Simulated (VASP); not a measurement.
Input of a VASP 6.6.1 run:

INCAR

```
ALGO = Normal
EDIFF = 1E-8
ENCUT = 500
GGA = PE
GGA_COMPAT = F
IBRION = 6
ISIF = 3
ISMEAR = 0
LASPH = T
LCHARG = F
LREAL = F
LWAVE = F
NBANDS = 15
NELM = 120
NFREE = 2
NSW = 1
POTIM = 0.015
PREC = Accurate
SIGMA = 0.01
```

KPOINTS

```
k-points
0
Gamma
  6 6 6
```

File POSCAR:

```
BaS
1.0
    0.0000000000      3.1937500000      3.1937500000
    3.1937500000      0.0000000000      3.1937500000
    3.1937500000      3.1937500000      0.0000000000
Ba S
1 1
Direct
    0.0000000000      0.0000000000      0.0000000000
    0.5000000000      0.5000000000      0.5000000000
```

Potentials or basis: VASP PAW PBE potentials, release 64 (Ba_sv, S).

Launch:

```sh
$ cat potpaw_PBE.64/Ba_sv/POTCAR potpaw_PBE.64/S/POTCAR > POTCAR
$ mpirun -np 1 vasp_std > vasp.out
```

**Question.** What does it give for the elastic constants C11, C12, C44?

**Answer.** 105, 17, 18 GPa.

**Question.** Estimate the Voigt bulk modulus.

**Answer.** 46 GPa.

**Question.** Estimate the highest phonon frequency at Γ, LO-TO splitting left out.

**Answer.** 148 cm⁻¹.

Elastic tensor in Voigt notation (GPa, in the Cartesian axes of the cell as first typed):
```
105  17  17   0   0   0
 17 105  17   0   0   0
 17  17 105   0   0   0
  0   0   0  18   0   0
  0   0   0   0  18   0
  0   0   0   0   0  18
```

Caveat: the cell is under stress, which shifts elastic constants.
